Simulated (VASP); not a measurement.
Input of a VASP 6.6.1 run:

INCAR

```
SYSTEM = GeAs5
ALGO = Normal ; EDIFF = 1E-6
EDIFFG = -0.04 ; ENCUT = 600
GGA = PE ; IBRION = 2
ISIF = 3 ; ISMEAR = 0
LASPH = .TRUE. ; LCHARG = .FALSE.
LREAL = .FALSE. ; LWAVE = .FALSE.
NELM = 80 ; NSW = 90
PREC = Accurate ; SIGMA = 0.1
```

File KPOINTS:

```
k-points
0
G
  3 3 4
  0 0 0
```

The input POSCAR:

```
GeAs5
1.0
    6.1006963800      0.0000000000      0.0000000000
   -3.0503481900      5.2833580400      0.0000000000
    0.0000000000      0.0000000000      5.7347039300
Ge As
1 5
Direct
    0.0000000000      0.0000000000      0.0000000000
    0.6781055900      0.0000000000      0.5000000000
    0.3218944100      0.3218944100      0.5000000000
    0.0000000000      0.6781055900      0.5000000000
    0.6666666700      0.3333333300      0.0000000000
    0.3333333300      0.6666666700      0.0000000000
```

Potentials or basis: VASP PAW PBE potentials, release 64 (Ge_d, As).

Command:

```sh
$ cat potpaw_PBE.64/Ge_d/POTCAR potpaw_PBE.64/As/POTCAR > POTCAR
$ mpirun -np 1 vasp_std > vasp.out
```

Q: What does it give for the relaxed cell?

A: a = 5.134 Å, b = 5.134 Å, c = 5.337 Å, α = 90.00°, β = 90.00°, γ = 120.00°.

Q: What does it give for the space group after relaxing (to 0.05 Å)?

A: P-62m (No. 189).

Q: What does it give for the relaxed volume?

A: 20.31 Å³/atom.

Final structure:
```
Ge As
1.0
     5.13436    0.00000    0.00000
    -2.56718    4.44648    0.00000
     0.00000    0.00000    5.33729
Ge As
1 5
Direct
  0.00000 0.00000 0.00000
  0.71285 0.00000 0.50000
  0.28715 0.28715 0.50000
  0.00000 0.71285 0.50000
  0.66667 0.33333 0.00000
  0.33333 0.66667 0.00000
```

Caveat: the k points lie up to 0.47 Å⁻¹ apart in the final cell; the volume moved by over 15 % at a fixed basis, so the end points are rough.
